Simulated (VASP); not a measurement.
Set up this calculation in VASP 6.6.1, as the native input.

| Item | Value |
| --- | --- |
| Task | single point |
| Functional | PBE |
| Potentials or basis | VASP PAW PBE potentials, release 64 (Si, W_sv) |
| Cutoff | 520 eV |
| k mesh | 2 × 2 × 2 |
| Occupations | methfessel-paxton, width 0.1 eV |
| Spin | no spin polarisation |
| Dipole correction | no |
| Further INCAR settings | LREAL = Auto; ALGO = Normal; EDIFF = 1e-07; NBANDS = 223 |

The structure of Si36W17 (a cell with a defect) lies in POSCAR:

```
Si36W17
1.0
    9.6876021900      0.0000000000      0.0000000000
    0.0000000000      9.6876021900      0.0000000000
   -3.2292007300     -3.2292007300      7.8679106400
Si W
36 17
Direct
    0.1120303623      0.1116162563      0.3357147077
    0.2242324717      0.2238029816      0.1663342214
    0.1093399334      0.1088609905      0.8338910344
    0.2215155779      0.2210910656      0.6645089812
    0.1116471975      0.4424704887      0.3341392999
    0.2215223944      0.5547818467      0.1655440385
    0.1092385564      0.4454968770      0.8334316969
    0.2221407144      0.5534051375      0.6665693844
    0.1114294354      0.7792716473      0.3336564347
    0.2243633858      0.8872151742      0.1668245136
    0.1120408393      0.7779244967      0.8346942465
    0.2219024859      0.8902162137      0.6661022680
    0.4429128592      0.1111899898      0.3341449022
    0.5552266523      0.2210329128      0.1655342315
    0.4459157812      0.1087582438      0.8334399727
    0.5538681341      0.2216721432      0.6665545057
    0.4512799053      0.4507827536      0.3394657501
    0.5549978766      0.5545665744      0.1662425893
    0.4463851422      0.4459369260      0.8347588901
    0.5568069276      0.5563317365      0.6608686918
    0.4503705850      0.7756931425      0.3399120358
    0.5549772870      0.8887054680      0.1661539339
    0.4444076886      0.7781781119      0.8340999818
    0.5574799101      0.8827126815      0.6603540227
    0.7797286299      0.1110073577      0.3336654105
    0.8876263459      0.2239854443      0.1668287497
    0.7783560312      0.1116203155      0.8347447985
    0.8906604405      0.2214555391      0.6661287802
    0.7760712470      0.4500076200      0.3399011448
    0.8891790668      0.5545263122      0.1661481294
    0.7786342113      0.4439220266      0.8341250917
    0.8832323881      0.5569597422      0.6603559042
    0.7767761669      0.7763172898      0.3394190877
    0.8871822024      0.8867437640      0.1654609347
    0.7785864080      0.7781227310      0.8340146936
    0.8822022826      0.8817831089      0.6607853968
   -0.0002602590     -0.0006985384      0.0002451521
   -0.0004214796     -0.0008499040      0.4988123374
    0.0001556071      0.3329575410      0.0001303174
    0.0003614412      0.3327768651      0.5001262234
   -0.0009216820      0.6664570294     -0.0016501105
    0.0008457520      0.6662369712      0.5000919030
    0.3334017176     -0.0002955980      0.0001277020
    0.3331892341     -0.0000629224      0.5001217568
    0.3338120439      0.3333628913     -0.0000245801
    0.3340018557      0.3335635042      0.5014132870
    0.3344879547      0.6662111547      0.0018839632
    0.3327547478      0.6664637505      0.5001709297
    0.6669034844     -0.0013763893     -0.0016603762
    0.6666820951      0.0003777561      0.5001116102
    0.6666441607      0.3340536267      0.0018784620
    0.6668986680      0.3322573234      0.5001506034
    0.6667975198      0.6663438923      0.0001527336
```

One way to write it, as run:

INCAR

```
SYSTEM = Si36W17
PREC = Accurate
ENCUT = 520
EDIFF = 1E-7
ISMEAR = 1
SIGMA = 0.1
LREAL = Auto
LASPH = .True.
NELM = 80
ALGO = Normal
ISIF = 2
LWAVE = .False.
LCHARG = .False.
GGA = PE
NBANDS = 223
LUSENCCL = .False.
```

KPOINTS

```
Automatic mesh
0
Gamma
  2 2 2
  0 0 0
```

Potentials or basis: VASP PAW PBE potentials, release 64 (Si, W_sv).

Run with:

```console
$ cat potpaw_PBE.64/Si/POTCAR potpaw_PBE.64/W_sv/POTCAR > POTCAR
$ mpirun -np 1 vasp_std > vasp.out
```

Results of the run:

```
Pressure               : -0.8 GPa
Largest force          : 0.018 eV/Å
Band gap on the k mesh : zero (bands 191 and 192 overlap by 0.80 eV)
```

Caveat: the k points lie up to 0.40 Å⁻¹ apart, too coarse for converged energies and pressures of a metal; spin-orbit coupling is left out, which moves the levels of the heavy elements.

Wall time 110 s on 1 × NVIDIA H100 80GB with 1 thread of AMD EPYC 7R13 Processor (Zen 3), on a shared host, peak memory 2.1 GiB.
